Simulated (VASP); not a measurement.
## Be5Pd: single point with LDA

The system is Be5Pd.

```xyz
6
Lattice="0.0000 2.9432 2.9432 2.9432 0.0000 2.9432 2.9432 2.9432 0.0000" Properties=species:S:1:pos:R:3 pbc="T T T"
Be    1.4716    1.4716    1.4716
Be    3.6777    3.6777    3.6777
Be    3.6777    2.2087    2.2087
Be    2.2087    3.6777    2.2087
Be    2.2087    2.2087    3.6777
Pd    0.0000    0.0000    0.0000
```

```
Program                : VASP 6.6.1
Task                   : single point
Functional             : LDA
Potentials or basis    : VASP PAW LDA potentials, release 64 (Be, Pd)
Cutoff                 : 520 eV
k mesh                 : 8 × 8 × 8
Occupations            : fermi-dirac, width 0.05 eV
Spin                   : no spin polarisation
Dipole correction      : no
Further INCAR settings : ALGO = Normal; EDIFF = 1e-07; NBANDS = 19
```

```json
{"Pressure": "0.4 GPa", "Band gap on the k mesh": "zero (band 10 reaches 8.58 eV, above the bottom of band 11 at 8.10 eV)"}
```

Levels at points of the mesh, in eV from the Fermi level:
```
           k point  band 7  band 8  band 9  band 10  band 11  band 12  band 13  band 14
(0.00, 0.00, 0.00)   -3.74   -0.10   -0.10    -0.10     3.37     3.37     3.37     3.48
(0.50, 0.00, 0.00)   -4.34   -2.79   -1.46    -1.46     2.25     2.25     3.85     6.03
(0.50, 0.50, 0.00)   -4.15   -3.82   -3.82    -1.98    -0.13     5.66     6.50     6.50
```

It took 11 s on 1 thread of Intel(R) Xeon(R) 6975P-C (Granite Rapids), on a shared host, peak memory 0.16 GiB.
